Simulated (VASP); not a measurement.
# Co (Fm-3m) in VASP: single point with r2SCAN

Aim: the single point of Co with r2SCAN.

Program: VASP 6.6.1. These are calculated values, not measurements. Logs are shortened: lines on timing, memory, paths and dates and some standing lists are left out, and cuts for length are marked.

## Step 1: The cell of the first run

Symmetry: Fm-3m, No. 225, cubic system. Conventional cell: a = 3.592 Å, b = 3.592 Å, c = 3.592 Å, α = 90.00°, β = 90.00°, γ = 90.00°. Co (site symmetry m-3m) has 12 Co at 2.54 Å within 3.4 Å.

This isn't the form of Co at room conditions, which is hcp.

## Step 2: Single point, r2SCAN, collinear spin, antiferromagnetic start

Input file POSCAR:

```
Co
1.0
   -1.7960500000     -3.5921000000     -1.7960500000
   -1.7960500000      0.0000000000     -1.7960500000
    1.7960500000      0.0000000000     -1.7960500000
Co
2
Direct
    0.0000000000      0.0000000000      0.0000000000
    0.5000000000      0.0000000000      0.5000000000
```

Input file INCAR.step1:

```
SYSTEM = Co
  ALGO = Normal
  EDIFF = 1E-4
  ENCUT = 520
  GGA = PE
  ISMEAR = 0
  ISPIN = 2
  ISYM = 0
  LASPH = .TRUE.
  LCHARG = .FALSE.
  LMAXMIX = 4
  LREAL = .FALSE.
  LWAVE = .TRUE.
  MAGMOM = 1.5 -1.5
  NBANDS = 20
  NELM = 150
  PREC = Accurate
  SIGMA = 0.1
```

Input file INCAR.step2:

```
SYSTEM = Co
  ALGO = Normal
  EDIFF = 1E-6
  ENCUT = 520
  ISIF = 2
  ISMEAR = 0
  ISPIN = 2
  ISTART = 1
  ISYM = 0
  LASPH = .TRUE.
  LCHARG = .FALSE.
  LMAXMIX = 4
  LMIXTAU = .TRUE.
  LORBIT = 11
  LREAL = .FALSE.
  LWAVE = .FALSE.
  MAGMOM = 1.5 -1.5
  METAGGA = R2SCAN
  NBANDS = 20
  NELM = 150
  PREC = Accurate
  SIGMA = 0.1
```

Input file KPOINTS:

```
k-points
0
G
  8 13 11
  0 0 0
```

Potentials or basis: VASP PAW PBE potentials, release 64 (Co).

Started as:

```
> cat potpaw_PBE.64/Co/POTCAR > POTCAR
> cp INCAR.step1 INCAR
> mpirun -np 1 vasp_std > vasp.out
> cp INCAR.step2 INCAR
> mpirun -np 1 vasp_std > vasp.out
```

OUTCAR:

```text
SYSTEM = Co
   EDIFF = 1E-6
   ENCUT = 520
   ISIF = 2
   ISMEAR = 0
   ISPIN = 2
   ISTART = 1
   ISYM = 0
   LASPH = .TRUE.
   LORBIT = 11
   LREAL = .FALSE.
   METAGGA = R2SCAN
   NELM = 150
   PREC = Accurate

 ion  position               nearest neighbor table
   1  0.000  0.000  0.000-   2 2.54   2 2.54   2 2.54   2 2.54   2 2.54   2 2.54   2 2.54   2 2.54

   2  0.500  0.000  0.500-   1 2.54   1 2.54   1 2.54   1 2.54   1 2.54   1 2.54   1 2.54   1 2.54

IMPORTANT INFORMATION: All symmetrisations will be switched off!
NOSYMM: (Re-)initialisation of all symmetry stuff for point group C_1.

----------------------------------------------------------------------------------------

                                     Primitive cell

  volume of cell :      23.1748

  direct lattice vectors                    reciprocal lattice vectors
    -1.796050000 -3.592100000 -1.796050000     0.000000000 -0.278388686  0.000000000
    -1.796050000  0.000000000 -1.796050000    -0.278388686  0.278388686 -0.278388686
     1.796050000  0.000000000 -1.796050000     0.278388686  0.000000000 -0.278388686

  length of vectors
     4.399406053  2.539998269  2.539998269     0.278388686  0.482183349  0.393701056

  position of ions in fractional coordinates (direct lattice)
     0.000000000  0.000000000  0.000000000
     0.500000000  0.000000000  0.500000000

  ion indices of the primitive-cell ions
   primitive index   ion index
                 1           1
                 2           2

----------------------------------------------------------------------------------------

 KPOINTS: k-points

Automatic generation of k-mesh.
 Grid dimensions read from file:
 generate k-points for:    8   13   11

 Generating k-lattice:

  Cartesian coordinates                     Fractional coordinates (reciprocal lattice)
     0.000000000 -0.034798586  0.000000000     0.125000000  0.000000000  0.000000000
    -0.021414514  0.021414514 -0.021414514     0.000000000  0.076923077  0.000000000
     0.025308062  0.000000000 -0.025308062     0.000000000  0.000000000  0.090909091

  Length of vectors
     0.034798586  0.037091027  0.035791005

  Shift w.r.t. Gamma in fractional coordinates (k-lattice)
     0.000000000  0.000000000  0.000000000

 -----------------------------------------------------------------------------
|                                                                             |
|           W    W    AA    RRRRR   N    N  II  N    N   GGGG   !!!           |
|           W    W   A  A   R    R  NN   N  II  NN   N  G    G  !!!           |
|           W    W  A    A  R    R  N N  N  II  N N  N  G       !!!           |
|           W WW W  AAAAAA  RRRRR   N  N N  II  N  N N  G  GGG   !            |
|           WW  WW  A    A  R   R   N   NN  II  N   NN  G    G                |
|           W    W  A    A  R    R  N    N  II  N    N   GGGG   !!!           |
|                                                                             |
|     Your reciprocal lattice and k-lattice belong to different lattice       |
|     classes:                                                                |
|                                                                             |
|        The reciprocal lattice is simple tetragonal,                         |
|        whereas your k-lattice is simple monoclinic.                         |
|                                                                             |
|     Results are often still useful ...                                      |
|                                                                             |
 -----------------------------------------------------------------------------

 WARNING: IBZKPT: internal override: KBLOWUP is changed to .FALSE.
      ... skipping the blow-up phase ...

 Subroutine IBZKPT returns following result:
 ===========================================

 Found    573 irreducible k-points:

 Following reciprocal coordinates:
            Coordinates               Weight
  0.000000  0.000000  0.000000      1.000000
  0.125000  0.000000  0.000000      2.000000
  0.250000  0.000000  0.000000      2.000000
  0.375000  0.000000  0.000000      2.000000
  0.500000  0.000000  0.000000      1.000000
  0.000000  0.076923  0.000000      2.000000
[... 16 lines left out ...]
  0.125000  0.230769  0.000000      2.000000
  0.250000  0.230769  0.000000      2.000000
 [... further k-points ...]
   k-points           NKPTS =    573   k-points in BZ     NKDIM =    573   number of bands    NBANDS=     20
   number of dos      NEDOS =    301   number of ions     NIONS =      2
   total plane-waves  NPLWV =  14400
   dimension x,y,z NGX =    36 NGY =   20 NGZ =   20
   dimension x,y,z NGXF=    72 NGYF=   40 NGZF=   40
   ions per type =               2
   NGX,Y,Z   is equivalent  to a cutoff of  13.60, 13.09, 13.09 a.u.
   NGXF,Y,Z  is equivalent  to a cutoff of  27.21, 26.18, 26.18 a.u.
 SYSTEM =  Co
   PREC   = accura    normal or accurate (medium, high low for compatibility)
   ISTART =      1    job   : 0-new  1-cont  2-samecut
   ICHARG =      0    charge: 1-file 2-atom 10-const
   ISPIN  =      2    spin polarized calculation?
   LNONCOLLINEAR =      F non collinear calculations
   LSORBIT =      F    spin-orbit coupling
   LASPH  =      T    aspherical Exc in radial PAW
   ENCUT  =  520.0 eV  38.22 Ry    6.18 a.u.   8.18  4.72  4.72*2*pi/ulx,y,z
   NELM   =    150;   NELMIN=  2; NELMDL=  0     # of ELM steps
   EDIFF  = 0.1E-05   stopping-criterion for ELM
   LREAL  =      F    real-space projection
   EDIFFG = 0.1E-04   stopping-criterion for IOM
   NSW    =      0    number of steps for IOM
   IBRION =     -1    ionic relax: 0-MD 1-quasi-New 2-CG
   NFREE  =      0    steps in history (QN), initial steepest desc. (CG)
   ISIF   =      2    stress and relaxation
   ISYM   =      0    0-nonsym 1-usesym 2-fastsym
   POTIM  = 0.5000    time-step for ionic-motion
   TEBEG  =    0.0;   TEEND  =   0.0 temperature during run
   PSTRESS=    0.0 pullay stress
   NELECT =      18.0000    total number of electrons
   NUPDOWN=      -1.0000    fix difference up-down
   EMIN   =  10.00;   EMAX   =-10.00  energy-range for DOS
   EFERMI =   0.00;   METHOD = LEGACY
   ISMEAR =     0;   SIGMA  =   0.10  broadening in eV -4-tet -1-fermi 0-gaus
   EFERMI_NEDOS =   21; number of points for ismear=-14 and -15
   IALGO  =     38    algorithm
   IMIX   =      4    mixing-type and parameters
     AMIX     =   0.40;   BMIX     =  1.00
     AMIX_MAG =   1.60;   BMIX_MAG =  1.00
  volume/ion in A,a.u.               =      11.59        78.20
  Fermi-wavevector in a.u.,A,eV,Ry     =   1.504852  2.843759 30.811493  2.264581
  Thomas-Fermi vector in A             =   2.615778
   LORBIT       =     11    0 simple, 1 ext, 2 COOP (PROOUT), +10 PAW based schemes
   METAGGA = R2SCAN    functional components
   LHFCALC =     F    Hartree Fock is set to
   AEXX    =    0.0000 exact exchange contribution
   IVDW    =     0    specifies the selected vdW correction
   LEPSILON=     F    determine dielectric tensor
   LRPA    =     F    only Hartree local field effects (RPA)
 spin polarized calculation
 Gauss-broadening in eV      SIGMA  =   0.10
  energy-cutoff  :      520.00
  volume of cell :       23.17
 maximum number of plane-waves:       649
 NGX is ok and might be reduce to    36
   NGX = 17   NGY =  9   NGZ =  9

 number of electron      18.0000002 magnetization      -0.0000009

 number of electron      18.0000002 magnetization       0.0000022

 Free energy of the ion-electron system (eV)
  ---------------------------------------------------
  ext. energy  EPLUGINS =         0.00000000
  ---------------------------------------------------
  free energy    TOTEN  =       -25.56748565 eV

  energy without entropy =      -25.55899336  energy(sigma->0) =      -25.56323951

 E-fermi :   9.5370     XC(G=0): -14.1898

 val. band max:        9.5338068492   @ k =  -0.2500   0.3846   0.3636
 cond. band min:       9.5422424412   @ k =   0.1250  -0.2308   0.3636
 fundamental gap:      0.0084355920
 Fermi energy:         9.5370280997

 spin component 1

 k-point     1 :       0.0000    0.0000    0.0000
  band No.  band energies     occupation
      1       0.2139      1.00000
      2       4.6114      1.00000
      3       4.9655      1.00000
      4       6.7975      1.00000
      5       6.7986      1.00000
      6       7.1082      1.00000
[... 12 lines left out ...]
     19      37.0302      0.00000
     20      37.1546      0.00000
[... 507 lines left out ...]
 k-point    24 :       0.2500    0.2308    0.0000
  band No.  band energies     occupation
      1       1.5657      1.00000
      2       5.1903      1.00000
      3       5.4451      1.00000
      4       6.2114      1.00000
      5       6.7825      1.00000
      6       6.9696      1.00000
[... 12 lines left out ...]
     19      36.1349      0.00000
     20      38.1552      0.00000

 [... further k-points ...]

 spin component 2

 k-point     1 :       0.0000    0.0000    0.0000
  band No.  band energies     occupation
      1       0.2139      1.00000
      2       4.6114      1.00000
      3       4.9655      1.00000
      4       6.7975      1.00000
      5       6.7986      1.00000
      6       7.1082      1.00000
[... 12 lines left out ...]
     19      37.0304      0.00000
     20      37.1546      0.00000
[... 507 lines left out ...]
 k-point    24 :       0.2500    0.2308    0.0000
  band No.  band energies     occupation
      1       1.5657      1.00000
      2       5.1903      1.00000
      3       5.4451      1.00000
      4       6.2114      1.00000
      5       6.7825      1.00000
      6       6.9696      1.00000
[... 12 lines left out ...]
     19      36.1349      0.00000
     20      38.1552      0.00000

 [... further k-points ...]

------------------------ aborting loop because EDIFF is reached ----------------------------------------

  FORCE on cell =-STRESS in cart. coord.  units (eV):
  Direction    XX          YY          ZZ          XY          YZ          ZX
  --------------------------------------------------------------------------------------
  -------------------------------------------------------------------------------------
  Total       -2.4353493      0.6532030     -2.4367217      0.0037956      0.0038088      0.0150489
  in kB     -168.3668496     45.1589119   -168.4617274      0.2624065      0.2633232      1.0403974
  external PRESSURE =     -97.2232217 kB  Pullay stress =       0.0000000 kB

 VOLUME and BASIS-vectors are now :
 -----------------------------------------------------------------------------
  energy-cutoff  :      520.00
  volume of cell :       23.17
      direct lattice vectors                 reciprocal lattice vectors
    -1.796050000 -3.592100000 -1.796050000     0.000000000 -0.278388686  0.000000000
    -1.796050000  0.000000000 -1.796050000    -0.278388686  0.278388686 -0.278388686
     1.796050000  0.000000000 -1.796050000     0.278388686  0.000000000 -0.278388686

 POSITION                                       TOTAL-FORCE (eV/Angst)
 -----------------------------------------------------------------------------------
      0.00000      0.00000      0.00000         0.000000      0.000000     -0.000000
      0.00000     -1.79605     -1.79605        -0.000000     -0.000000      0.000000
 -----------------------------------------------------------------------------------
    total drift:                               -0.000000      0.000003      0.000000

  FREE ENERGIE OF THE ION-ELECTRON SYSTEM (eV)
  ---------------------------------------------------
  free  energy   TOTEN  =       -25.5674856516 eV

  energy  without entropy=      -25.5589933625  energy(sigma->0) =      -25.56323951

 total charge

# of ion       s       p       d       tot
------------------------------------------
    1        0.490   0.519   7.169   8.177
    2        0.490   0.519   7.169   8.177
--------------------------------------------------
tot          0.979   1.038  14.337  16.355

 magnetization (x)

# of ion       s       p       d       tot
------------------------------------------
    1        0.034   0.038   1.755   1.828
    2       -0.034  -0.038  -1.755  -1.828
--------------------------------------------------
tot          0.000   0.000  -0.000  -0.000
```

It took 44 min on 1 thread of Oxide Virtual Turin-like, shared host; peak memory 0.42 GiB.

Results:

| Property | Result |
| --- | --- |
| Free energy | -25.5675 eV |
| Pressure | -9.7 GPa |
| Band gap on the k mesh | zero (filled and empty bands overlap) |
| Net moment | 0.00 μB per cell |
| Site moments | Co +1.83, -1.83 μB |
| Valence electrons inside the program's atomic spheres | Co 8.18 |

Levels at points of the mesh, in eV from the Fermi level:
Spin up:
```csv
k point,band 7,band 8,band 9,band 10,band 11,band 12
"(0.00, 0.00, 0.00)",-2.22,-0.98,0.85,0.85,1.27,2.20
"(0.50, 0.00, 0.00)",-2.44,-2.40,-1.08,0.29,0.29,1.22
```
Spin down:
| k point | band 5 | band 6 | band 7 | band 8 | band 9 | band 10 | band 11 | band 12 | band 13 | band 14 |
| --- | --- | --- | --- | --- | --- | --- | --- | --- | --- | --- |
| (0.00, 0.00, 0.00) | -2.74 | -2.43 | -2.22 | -0.98 | 0.85 | 0.85 | 1.27 | 2.20 | 9.41 | 14.86 |
| (0.50, 0.00, 0.00) | -2.52 | -2.52 | -2.44 | -2.40 | -1.08 | 0.29 | 0.29 | 1.22 | 19.14 | 19.14 |

Caveat: the stress differs along the axes, from -17 to 5 GPa; the antiferromagnetic order is the one typed at the start, and another may lie lower; the PAW data sets were made with another functional, which shifts forces and pressure a little.
